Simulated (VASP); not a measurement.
Write the native input for VASP 6.6.1 that does the following.

```yaml
Task: single point
Functional: LDA
Potentials_or_basis: VASP PAW LDA potentials, release 64 (Li_sv, Tl_d, Cd)
Cutoff: 520 eV
k_mesh: 10 × 10 × 4
Occupations: methfessel-paxton, width 0.1 eV
Spin: no spin polarisation
Dipole_correction: no
Further_INCAR_settings: ALGO = Normal; EDIFF = 1e-07; NBANDS = 32
```

The structure of Li3Tl2Cd lies in POSCAR:

```
Li3Tl2Cd
1.0
    3.3112695210      0.0000000000      0.0000000000
    0.0000000000      3.3112695210      0.0000000000
    0.0000000000      0.0000000000     10.2299147300
Li Tl Cd
3 2 1
Direct
    0.0000000000      0.0000000000      0.8390681000
    0.0000000000      0.0000000000      0.1609319000
    0.0000000000      0.0000000000      0.5000000000
    0.5000000000      0.5000000000      0.3248246800
    0.5000000000      0.5000000000      0.6751753200
    0.5000000000      0.5000000000      0.0000000000
```

One way to write it, as run:

INCAR

```
PREC = Accurate ; ENCUT = 520
EDIFF = 1E-7 ; ISMEAR = 1
SIGMA = 0.1 ; LREAL = False
LASPH = True ; NELM = 80
ALGO = Normal ; ISIF = 2
LWAVE = False ; LCHARG = True
LELF = True ; LVHAR = True
NBANDS = 32
```

KPOINTS

```
Automatic mesh
0
Gamma
  10 10 4
```

Potentials or basis: VASP PAW LDA potentials, release 64 (Li_sv, Tl_d, Cd).

Launch:

```bash
$ cat potpaw_LDA.64/Li_sv/POTCAR potpaw_LDA.64/Tl_d/POTCAR potpaw_LDA.64/Cd/POTCAR > POTCAR
$ mpirun -np 1 vasp_std > vasp.out
```

Results of the run:

The largest force is 0.127 eV/Å. The band gap on the k mesh is zero (an odd number of electrons rules out a gap without spin polarisation).

Caveat: spin-orbit coupling is left out, which moves the levels of the heavy elements.

Run time: 7.2 min on 1 thread of AMD EPYC 7R13, with other jobs on the host, peak memory 0.31 GiB.
